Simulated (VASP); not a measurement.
# HgTe (I-4m2) in VASP: notebook

Runs on HgTe. Level: PBE. Tasks: single point.

All numbers are computed with VASP 6.6.1; they aren't measurements. Logs are shortened: lines on timing, memory, paths and dates and some standing lists are left out, and cuts for length are marked.

## 1. The cell of the first run

The structure is tetragonal, space group I-4m2 (No. 119). The conventional cell has a = 5.117 Å, b = 5.117 Å, c = 5.116 Å, α = 90.00°, β = 90.00°, γ = 90.00°. Hg (site symmetry -4m2) has 4 Te at 2.86 Å within 3.8 Å. Within 3.8 Å of Te (site symmetry -4m2) lie 4 Hg at 2.86 Å.

## 2. Single point, PBE

INCAR

```
PREC = Accurate
ENCUT = 520
EDIFF = 1E-7
ISMEAR = 0
SIGMA = 0.15
LREAL = False
LASPH = True
NELM = 100
ALGO = Normal
ISIF = 2
LWAVE = False
LCHARG = False
GGA = PE
NBANDS = 16
```

KPOINTS

```
regular mesh
0
Gamma
  14 14 14
```

POSCAR

```
HgTe
1.0
    0.0000000000      3.6184385637      2.5582360646
    3.6184385637      0.0000000000      2.5582360646
    3.6184385637      3.6184385637      0.0000000000
Hg Te
1 1
Direct
    0.0000000000      0.0000000000      0.0000000000
    0.7500000000      0.7500000000      0.7500000000
```

Potentials or basis: VASP PAW PBE potentials, release 64 (Hg, Te).

Run with:

```sh
> cat potpaw_PBE.64/Hg/POTCAR potpaw_PBE.64/Te/POTCAR > POTCAR
> mpirun -np 1 vasp_std > vasp.out
```

OUTCAR:

```text
PREC = Accurate
   ENCUT = 520
   EDIFF = 1E-7
   ISMEAR = 0
   LREAL = False
   LASPH = True
   NELM = 100
   ISIF = 2
   GGA = PE

 ion  position               nearest neighbor table
   1  0.000  0.000  0.000-   2 2.86   2 2.86   2 2.86   2 2.86
   2  0.750  0.750  0.750-   1 2.86   1 2.86   1 2.86   1 2.86

  LATTYP: Found a body centered tetragonal cell.
 ALAT       =     5.1172448914
 C/A-ratio  =     0.9998489886

  Lattice vectors:

 A1 = (   0.0000000000,  -3.6184385637,  -2.5582360646)
 A2 = (   0.0000000000,   3.6184385637,  -2.5582360646)
 A3 = (   3.6184385637,   0.0000000000,   2.5582360646)

Analysis of symmetry for initial positions (statically):
=====================================================================
 Subroutine PRICEL returns:
 Original cell was already a primitive cell.

 Routine SETGRP: Setting up the symmetry group for a
 body centered tetragonal supercell.

 Subroutine GETGRP returns: Found  8 space group operations
 (whereof  8 operations were pure point group operations)
 out of a pool of 16 trial point group operations.

The static configuration has the point symmetry D_2d.

Analysis of symmetry for dynamics (positions and initial velocities):
=====================================================================
 Subroutine PRICEL returns:
 Original cell was already a primitive cell.

 Routine SETGRP: Setting up the symmetry group for a
 body centered tetragonal supercell.

 Subroutine GETGRP returns: Found  8 space group operations
 (whereof  8 operations were pure point group operations)
 out of a pool of 16 trial point group operations.

The dynamic configuration has the point symmetry D_2d.

 Subroutine INISYM returns: Found  8 space group operations
 (whereof  8 operations are pure point group operations),
 and found     1 'primitive' translations

----------------------------------------------------------------------------------------

                                     Primitive cell

  volume of cell :      66.9905

  direct lattice vectors                    reciprocal lattice vectors
     0.000000000  3.618438564  2.558236065    -0.138181149  0.138181149  0.195447170
     3.618438564  0.000000000  2.558236065     0.138181149 -0.138181149  0.195447170
     3.618438564  3.618438564  0.000000000     0.138181149  0.138181149 -0.195447170

  length of vectors
     4.431441007  4.431441007  5.117244891     0.276383170  0.276383170  0.276383170
[... 80 lines left out ...]
   NELM   =    100;   NELMIN=  2; NELMDL= -5     # of ELM steps
   EDIFF  = 0.1E-06   stopping-criterion for ELM
   LREAL  =      F    real-space projection
   EDIFFG = 0.1E-05   stopping-criterion for IOM
   NSW    =      0    number of steps for IOM
   IBRION =     -1    ionic relax: 0-MD 1-quasi-New 2-CG
   NFREE  =      0    steps in history (QN), initial steepest desc. (CG)
   ISIF   =      2    stress and relaxation
   ISYM   =      2    0-nonsym 1-usesym 2-fastsym
   POTIM  = 0.5000    time-step for ionic-motion
   TEBEG  =    0.0;   TEEND  =   0.0 temperature during run
   PSTRESS=    0.0 pullay stress
   NELECT =      18.0000    total number of electrons
   NUPDOWN=      -1.0000    fix difference up-down
   EMIN   =  10.00;   EMAX   =-10.00  energy-range for DOS
   EFERMI =   0.00;   METHOD = LEGACY
   ISMEAR =     0;   SIGMA  =   0.15  broadening in eV -4-tet -1-fermi 0-gaus
   EFERMI_NEDOS =   21; number of points for ismear=-14 and -15
   IALGO  =     38    algorithm
   IMIX   =      4    mixing-type and parameters
     AMIX     =   0.40;   BMIX     =  1.00
     AMIX_MAG =   1.60;   BMIX_MAG =  1.00
  volume/ion in A,a.u.               =      33.50       226.04
  Fermi-wavevector in a.u.,A,eV,Ry     =   1.056399  1.996305 15.183815  1.115979
  Thomas-Fermi vector in A             =   2.191633
   LORBIT       =      0    0 simple, 1 ext, 2 COOP (PROOUT), +10 PAW based schemes
   GGA     = PE    functional components
   LHFCALC =     F    Hartree Fock is set to
   AEXX    =    0.0000 exact exchange contribution
   IVDW    =     0    specifies the selected vdW correction
   LEPSILON=     F    determine dielectric tensor
   LRPA    =     F    only Hartree local field effects (RPA)
 non-spin polarized calculation
 Gauss-broadening in eV      SIGMA  =   0.15
  energy-cutoff  :      520.00
  volume of cell :       66.99
 maximum number of plane-waves:      1865
 NGX is ok and might be reduce to    36
   NGX = 17   NGY = 17   NGZ = 19

 number of electron      18.0000001 magnetization

 Free energy of the ion-electron system (eV)
  ---------------------------------------------------
  ext. energy  EPLUGINS =         0.00000000
  ---------------------------------------------------
  free energy    TOTEN  =        -3.45537374 eV

  energy without entropy =       -3.45464771  energy(sigma->0) =       -3.45501073

 E-fermi :   3.2406     XC(G=0):  -8.8875

 val. band max:        3.0717588565   @ k =   0.1429   0.0000   0.0714
 cond. band min:       3.2439399320   @ k =   0.0714   0.0000   0.0714
 fundamental gap:      0.1721810754
 Fermi energy:         3.2406421254

 k-point     1 :       0.0000    0.0000    0.0000
  band No.  band energies     occupation
      1      -8.6915      2.00000
      2      -4.0094      2.00000
      3      -4.0094      2.00000
      4      -3.9851      2.00000
      5      -3.7132      2.00000
      6      -3.5407      2.00000
[... 433 lines left out ...]
      3      -3.9637      2.00000
      4      -3.8689      2.00000
      5      -3.6287      2.00000
      6      -3.4770      2.00000
[... 8 lines left out ...]
     15      12.5468      0.00000
     16      13.0267      0.00000

 [... further k-points ...]

------------------------ aborting loop because EDIFF is reached ----------------------------------------

  FORCE on cell =-STRESS in cart. coord.  units (eV):
  Direction    XX          YY          ZZ          XY          YZ          ZX
  --------------------------------------------------------------------------------------
  -------------------------------------------------------------------------------------
  Total        0.5418377      0.5418377      1.3708632      0.0000000      0.0000000     -0.0000000
  in kB       12.9588606     12.9588606     32.7862440      0.0000000      0.0000000     -0.0000000
  external PRESSURE =      19.5679884 kB  Pullay stress =       0.0000000 kB

 VOLUME and BASIS-vectors are now :
 -----------------------------------------------------------------------------
  energy-cutoff  :      520.00
  volume of cell :       66.99
      direct lattice vectors                 reciprocal lattice vectors
     0.000000000  3.618438564  2.558236065    -0.138181149  0.138181149  0.195447170
     3.618438564  0.000000000  2.558236065     0.138181149 -0.138181149  0.195447170
     3.618438564  3.618438564  0.000000000     0.138181149  0.138181149 -0.195447170

 POSITION                                       TOTAL-FORCE (eV/Angst)
 -----------------------------------------------------------------------------------
      0.00000      0.00000      0.00000        -0.000000     -0.000000      0.000000
      5.42766      5.42766      3.83735         0.000000      0.000000     -0.000000
 -----------------------------------------------------------------------------------
    total drift:                               -0.000000     -0.000000     -0.000000

  FREE ENERGIE OF THE ION-ELECTRON SYSTEM (eV)
  ---------------------------------------------------
  free  energy   TOTEN  =        -3.4553737404 eV

  energy  without entropy=       -3.4546477109  energy(sigma->0) =       -3.45501073
```

Run time: 3.1 min. Hardware: 1 thread of Intel Xeon Platinum 8488C (Sapphire Rapids), shared host; peak memory 0.43 GiB.

Results:

```yaml
Free_energy: -3.4554 eV
Pressure: 2.0 GPa
```

Levels at points of the mesh, in eV from the Fermi level:
```
           k point  band 5  band 6  band 7  band 8  band 9  band 10  band 11  band 12  band 13  band 14
(0.00, 0.00, 0.00)   -6.95   -6.78   -1.19   -0.62   -0.62     0.06     4.75     4.85     4.85     6.62
(0.50, 0.00, 0.00)   -6.80   -6.58   -5.30   -1.67   -0.75     0.11     4.17     5.57     7.16     8.11
(0.50, 0.50, 0.00)   -6.78   -6.12   -4.37   -3.11   -3.11     0.26     1.95     8.80     8.80     9.08
(0.50, 0.00, 0.50)   -6.85   -6.66   -5.73   -1.86   -1.23     2.71     2.87     6.82     7.04     7.24
```

Caveat: spin-orbit coupling is left out, which moves the levels of the heavy elements.

(Continued in part 2 of 2.)
